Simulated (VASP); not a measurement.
# CoSi (P4/mmm) in VASP: single point with PBE

Aim: the single point of CoSi with PBE.

Program: VASP 6.6.1. These are calculated values, not measurements. Logs are shortened: lines on timing, memory, paths and dates and some standing lists are left out, and cuts for length are marked.

**1. The cell of the first run**

Symmetry: P4/mmm, No. 123, tetragonal system. The conventional cell has a = 2.689 Å, b = 2.689 Å, c = 2.976 Å, α = 90.00°, β = 90.00°, γ = 90.00°. Within 3.2 Å of Co (site symmetry 4/mmm) lie 8 Si at 2.41 Å and 6 Co at 2.69 to 2.98 Å. Si (site symmetry 4/mmm) has 8 Co at 2.41 Å and 6 Si at 2.69 to 2.98 Å within 3.2 Å.

**2. Single point, PBE, non-collinear spin, typed start, spin-orbit coupling (stretched by +7 % along [0.0, 0.0, 1.0] at fixed volume)**

Contents of INCAR:

```
PREC = Accurate
ENCUT = 520
EDIFF = 1E-7
ISMEAR = -1
SIGMA = 0.1
LREAL = False
LASPH = True
NELM = 150
ALGO = Normal
ISIF = 2
LWAVE = False
LCHARG = False
MAGMOM = 0 0 0.4 0 0 0
LORBIT = 11
LSORBIT = True
GGA_COMPAT = False
LORBMOM = True
LMAXMIX = 4
GGA = PE
NBANDS = 25
```

Contents of KPOINTS:

```
regular mesh
0
Gamma
  11 11 10
```

Contents of POSCAR:

```
CoSi
1.0
    2.6888170659      0.0000000000      0.0000000000
    0.0000000000      2.6888170659      0.0000000000
    0.0000000000      0.0000000000      2.9760273800
Co Si
1 1
Direct
    0.0000000000      0.0000000000      0.0000000000
    0.5000000000      0.5000000000      0.5000000000
```

Potentials or basis: VASP PAW PBE potentials, release 64 (Co, Si).

Command:

```console
cat potpaw_PBE.64/Co/POTCAR potpaw_PBE.64/Si/POTCAR > POTCAR
mpirun -np 1 vasp_ncl > vasp.out
```

OUTCAR:

```text
PREC = Accurate
   ENCUT = 520
   EDIFF = 1E-7
   ISMEAR = -1
   LREAL = False
   LASPH = True
   NELM = 150
   ISIF = 2
   LORBIT = 11
   LSORBIT = True
   GGA = PE

 ion  position               nearest neighbor table
   1  0.000  0.000  0.000-   2 2.41   2 2.41   2 2.41   2 2.41   2 2.41   2 2.41   2 2.41   2 2.41

   2  0.500  0.500  0.500-   1 2.41   1 2.41   1 2.41   1 2.41   1 2.41   1 2.41   1 2.41   1 2.41

  LATTYP: Found a simple tetragonal cell.
 ALAT       =     2.6888170659
 C/A-ratio  =     1.1068166064

  Lattice vectors:

 A1 = (   2.6888170659,   0.0000000000,   0.0000000000)
 A2 = (   0.0000000000,   2.6888170659,   0.0000000000)
 A3 = (   0.0000000000,   0.0000000000,   2.9760273800)

Analysis of symmetry for initial positions (statically):
=====================================================================
 Subroutine PRICEL returns:
 Original cell was already a primitive cell.

 Routine SETGRP: Setting up the symmetry group for a
 simple tetragonal supercell.

 Subroutine GETGRP returns: Found 16 space group operations
 (whereof 16 operations were pure point group operations)
 out of a pool of 16 trial point group operations.

The static configuration has the point symmetry D_4h.

Analysis of symmetry for dynamics (positions and initial velocities):
=====================================================================
 Subroutine PRICEL returns:
 Original cell was already a primitive cell.

 Routine SETGRP: Setting up the symmetry group for a
 simple tetragonal supercell.

 Subroutine GETGRP returns: Found 16 space group operations
 (whereof 16 operations were pure point group operations)
 out of a pool of 16 trial point group operations.

The dynamic configuration has the point symmetry D_4h.

Analysis of structural, dynamic, and magnetic symmetry:
=====================================================================
 Subroutine PRICEL returns:
 Original cell was already a primitive cell.

 Routine SETGRP: Setting up the symmetry group for a
 simple tetragonal supercell.

 Subroutine GETGRP returns: Found  8 space group operations
 (whereof  8 operations were pure point group operations)
 out of a pool of 16 trial point group operations.

The overall configuration has the point symmetry C_4h.

 Subroutine INISYM returns: Found  8 space group operations
 (whereof  8 operations are pure point group operations),
 and found     1 'primitive' translations

----------------------------------------------------------------------------------------

                                     Primitive cell

  volume of cell :      21.5159

  direct lattice vectors                    reciprocal lattice vectors
     2.688817066  0.000000000  0.000000000     0.371910761  0.000000000  0.000000000
     0.000000000  2.688817066  0.000000000     0.000000000  0.371910761  0.000000000
     0.000000000  0.000000000  2.976027380     0.000000000  0.000000000  0.336018414

  length of vectors
     2.688817066  2.688817066  2.976027380     0.371910761  0.371910761  0.336018414

  position of ions in fractional coordinates (direct lattice)
     0.000000000  0.000000000  0.000000000
     0.500000000  0.500000000  0.500000000

  ion indices of the primitive-cell ions
   primitive index   ion index
                 1           1
                 2           2

----------------------------------------------------------------------------------------

 KPOINTS: regular mesh

Automatic generation of k-mesh.
 Grid dimensions read from file:
 generate k-points for:   11   11   10

 Generating k-lattice:

  Cartesian coordinates                     Fractional coordinates (reciprocal lattice)
     0.033810069  0.000000000  0.000000000     0.090909091  0.000000000  0.000000000
     0.000000000  0.033810069  0.000000000     0.000000000  0.090909091  0.000000000
     0.000000000  0.000000000  0.033601841     0.000000000  0.000000000  0.100000000
[... 96 lines left out ...]

 number of electron      12.9999994 magnetization      -0.0000000      0.0000000      0.3948242

 Free energy of the ion-electron system (eV)
  ---------------------------------------------------
  ext. energy  EPLUGINS =         0.00000000
  ---------------------------------------------------
  free energy    TOTEN  =       -13.31299548 eV

  energy without entropy =      -13.27320622  energy(sigma->0) =      -13.29310085

 E-fermi :  12.7622     XC(G=0): -12.9415

 val. band max:       12.7546646510   @ k =   0.4545   0.0000   0.3000
 cond. band min:      12.7634666737   @ k =   0.3636   0.0000   0.3000
 fundamental gap:      0.0088020227
 Fermi energy:        12.7621834207

 k-point     1 :       0.0000    0.0000    0.0000
  band No.  band energies     occupation
      1      -1.4360      1.00000
      2      -1.4344      1.00000
      3       8.7335      1.00000
      4       8.8014      1.00000
      5       9.0728      1.00000
      6       9.3496      1.00000
[... 661 lines left out ...]
     24      24.0937      0.00000
     25      27.3907      0.00000

 [... further k-points ...]

------------------------ aborting loop because EDIFF is reached ----------------------------------------

  FORCE on cell =-STRESS in cart. coord.  units (eV):
  Direction    XX          YY          ZZ          XY          YZ          ZX
  --------------------------------------------------------------------------------------
  -------------------------------------------------------------------------------------
  Total        0.0635369      0.0635369     -0.0564788     -0.0000003      0.0000000      0.0000000
  in kB        4.7312651      4.7312651     -4.2056868     -0.0000227      0.0000000      0.0000000
  external PRESSURE =       1.7522812 kB  Pullay stress =       0.0000000 kB

 VOLUME and BASIS-vectors are now :
 -----------------------------------------------------------------------------
  energy-cutoff  :      520.00
  volume of cell :       21.52
      direct lattice vectors                 reciprocal lattice vectors
     2.688817066  0.000000000  0.000000000     0.371910761  0.000000000  0.000000000
     0.000000000  2.688817066  0.000000000     0.000000000  0.371910761  0.000000000
     0.000000000  0.000000000  2.976027380     0.000000000  0.000000000  0.336018414

 POSITION                                       TOTAL-FORCE (eV/Angst)
 -----------------------------------------------------------------------------------
      0.00000      0.00000      0.00000         0.000000      0.000000      0.000000
      1.34441      1.34441      1.48801         0.000000      0.000000      0.000000
 -----------------------------------------------------------------------------------
    total drift:                               -0.000000     -0.000000     -0.000000

  FREE ENERGIE OF THE ION-ELECTRON SYSTEM (eV)
  ---------------------------------------------------
  free  energy   TOTEN  =       -13.3129954791 eV

  energy  without entropy=      -13.2732062201  energy(sigma->0) =      -13.29310085

 orbital moment (x)

 # of ion     p       d       tot
 ----------------------------------------
  1         0.000   0.000   0.000
  2        -0.000   0.000  -0.000
 ----------------------------------------
           -0.000   0.000   0.000

 orbital moment (y)

 # of ion     p       d       tot
 ----------------------------------------
  1        -0.000  -0.000  -0.000
  2        -0.000   0.000  -0.000
 ----------------------------------------
           -0.000  -0.000  -0.000

 orbital moment (z)

 # of ion     p       d       tot
 ----------------------------------------
  1        -0.000   0.011   0.011
  2         0.001   0.000   0.001
 ----------------------------------------
            0.001   0.011   0.012

 Spin-Orbit-Coupling matrix elements

 Ion:    1  E_soc:     -0.0130645
 l=   1
     0.0000000    -0.0003008    -0.0002998
    -0.0003008     0.0000000    -0.0003008
    -0.0002998    -0.0003008     0.0000000
 l=   2
     0.0000000    -0.0002980     0.0000000    -0.0002980    -0.0015554
    -0.0002980     0.0000000    -0.0011767    -0.0003287    -0.0003987
     0.0000000    -0.0011767     0.0000000    -0.0011767     0.0000000
    -0.0002980    -0.0003287    -0.0011767     0.0000000    -0.0003987
    -0.0015554    -0.0003987     0.0000000    -0.0003987     0.0000000
 l=   3
     0.0000000     0.0000000     0.0000000     0.0000000     0.0000000     0.0000000     0.0000000
     0.0000000     0.0000000     0.0000000     0.0000000     0.0000000     0.0000000     0.0000000
     0.0000000     0.0000000     0.0000000     0.0000000     0.0000000     0.0000000     0.0000000
     0.0000000     0.0000000     0.0000000     0.0000000     0.0000000     0.0000000     0.0000000
     0.0000000     0.0000000     0.0000000     0.0000000     0.0000000     0.0000000     0.0000000
     0.0000000     0.0000000     0.0000000     0.0000000     0.0000000     0.0000000     0.0000000
     0.0000000     0.0000000     0.0000000     0.0000000     0.0000000     0.0000000     0.0000000

 Ion:    2  E_soc:     -0.0003400
 l=   1
     0.0000000    -0.0000527    -0.0000645
    -0.0000527     0.0000000    -0.0000527
    -0.0000645    -0.0000527     0.0000000
 l=   2
     0.0000000     0.0000000     0.0000000     0.0000000     0.0000000
     0.0000000     0.0000000     0.0000000     0.0000000     0.0000000
     0.0000000     0.0000000     0.0000000     0.0000000     0.0000000
     0.0000000     0.0000000     0.0000000     0.0000000     0.0000000
     0.0000000     0.0000000     0.0000000     0.0000000     0.0000000
 l=   3
     0.0000000     0.0000000     0.0000000     0.0000000     0.0000000     0.0000000     0.0000000
     0.0000000     0.0000000     0.0000000     0.0000000     0.0000000     0.0000000     0.0000000
     0.0000000     0.0000000     0.0000000     0.0000000     0.0000000     0.0000000     0.0000000
     0.0000000     0.0000000     0.0000000     0.0000000     0.0000000     0.0000000     0.0000000
     0.0000000     0.0000000     0.0000000     0.0000000     0.0000000     0.0000000     0.0000000
     0.0000000     0.0000000     0.0000000     0.0000000     0.0000000     0.0000000     0.0000000
     0.0000000     0.0000000     0.0000000     0.0000000     0.0000000     0.0000000     0.0000000

 total charge

# of ion       s       p       d       tot
------------------------------------------
    1        0.443   0.587   7.578   8.607
    2        0.708   0.867   0.000   1.575
--------------------------------------------------
tot          1.150   1.454   7.578  10.182

 magnetization (x)

# of ion       s       p       d       tot
------------------------------------------
    1       -0.000   0.000  -0.000  -0.000
    2        0.000   0.000   0.000   0.000
--------------------------------------------------
tot          0.000   0.000  -0.000   0.000

 magnetization (y)

# of ion       s       p       d       tot
------------------------------------------
    1        0.000   0.000   0.000   0.000
    2        0.000  -0.000   0.000  -0.000
--------------------------------------------------
tot          0.000  -0.000   0.000  -0.000

 magnetization (z)

# of ion       s       p       d       tot
------------------------------------------
    1        0.002  -0.002   0.402   0.403
    2        0.001   0.006   0.000   0.007
--------------------------------------------------
tot          0.003   0.004   0.402   0.409
```

It took 7.4 min on 1 thread of Oxide Virtual Turin-like, shared host; peak memory 0.25 GiB.

What came out:

| Item | Value |
| --- | --- |
| Free energy | -13.3130 eV |
| Pressure | 0.2 GPa |
| Net moment | 0.39 μB per cell |
| Valence electrons inside the program's atomic spheres | Co 8.61; Si 1.57 |

Moments on the atoms (μB; x, y, z):
```
Co  0.00 0.00 0.40
Si  0.00 0.00 0.01
```
